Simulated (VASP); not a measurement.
Wanted: the native input for a VASP 6.6.1 run.

* Task: single point
* Functional: PBE
* Potentials or basis: VASP PAW PBE potentials, release 64 (Rb_sv, Cl)
* Cutoff: 500 eV
* k mesh: 6 × 6 × 6
* Occupations: gaussian, width 0.01 eV
* Spin: no spin polarisation
* Dipole correction: no
* Further INCAR settings: ALGO = Normal; EDIFF = 1e-06; NBANDS = 15

The structure of RbCl lies in POSCAR:

```
RbCl
1.0
    0.0000000000      3.2807573093      3.2807573093
    3.2807573093      0.0000000000      3.2807573093
    3.2807573093      3.2807573093      0.0000000000
Rb Cl
1 1
Direct
    0.0000000000      0.0000000000      0.0000000000
    0.5000000000      0.5000000000      0.5000000000
```

This cell differs from its parent crystal: volume changed by -6%.

The input as run:

INCAR

```
SYSTEM = RbCl
ALGO     = Normal         ! electronic algorithm
EDIFF    = 1E-6           ! SCF threshold, eV
ENCUT    = 500            ! plane-wave cutoff, eV
GGA      = PE             ! functional
GGA_COMPAT= .False.      
ISIF     = 2              ! what is computed and relaxed
ISMEAR   = 0              ! smearing method
LASPH    = .True.         ! aspherical terms in the spheres
LCHARG   = .False.        ! write CHGCAR
LREAL    = .False.        ! projectors in reciprocal space
LWAVE    = .False.        ! write WAVECAR
NBANDS   = 15             ! bands
NELM     = 120            ! most SCF steps
PREC     = Accurate       ! precision mode
SIGMA    = 0.01           ! smearing width, eV
```

KPOINTS

```
k-points
0
Gamma
  6 6 6
  0 0 0
```

Potentials or basis: VASP PAW PBE potentials, release 64 (Rb_sv, Cl).

Launch:

```console
$ cat potpaw_PBE.64/Rb_sv/POTCAR potpaw_PBE.64/Cl/POTCAR > POTCAR
$ mpirun -np 1 vasp_std > vasp.out
```

It gave:

```json
{"Pressure": "1.0 GPa", "Band gap on the k mesh": "5.03 eV, direct"}
```

Wall time 21 s on 1 thread of Intel(R) Xeon(R) Platinum 8259CL CPU @ 2.50GHz (Skylake/Cascade Lake) (shared host), peak memory 0.2 GiB.
